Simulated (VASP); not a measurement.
Hg, 2 atoms in the cell. The structure is hexagonal, space group P6_3/mmc (No. 194). The conventional cell has a = 2.805 Å, b = 2.805 Å, c = 4.847 Å, α = 90.00°, β = 90.00°, γ = 120.00°. Hg (site symmetry -6m2) has 12 Hg at 2.81 to 2.91 Å within 3.7 Å. 

```yaml
Program: VASP 6.6.1
Task: single point
Functional: LDA
Potentials_or_basis: VASP PAW LDA potentials, release 64 (Hg)
Cutoff: 520 eV
k_mesh: 7 × 7 × 4
Occupations: fermi-dirac, width 0.1 eV
Spin: no spin polarisation
Dipole_correction: no
Further_INCAR_settings: ALGO = Normal; EDIFF = 1e-07; NBANDS = 19
```

Potentials or basis: VASP PAW LDA potentials, release 64 (Hg).

Run with:

```bash
$ cat potpaw_LDA.64/Hg/POTCAR > POTCAR
$ mpirun -np 1 vasp_std > vasp.out
```

Hardware: 1 thread of Intel(R) Xeon(R) 6975P-C (Granite Rapids) (shared host).

Task: How long does it take, and how much memory?

Result: Run time: 4.8 s on 1 thread of Intel(R) Xeon(R) 6975P-C (Granite Rapids) (shared host), peak memory 0.14 GiB. Counts: scf iterations 11, k points 24.
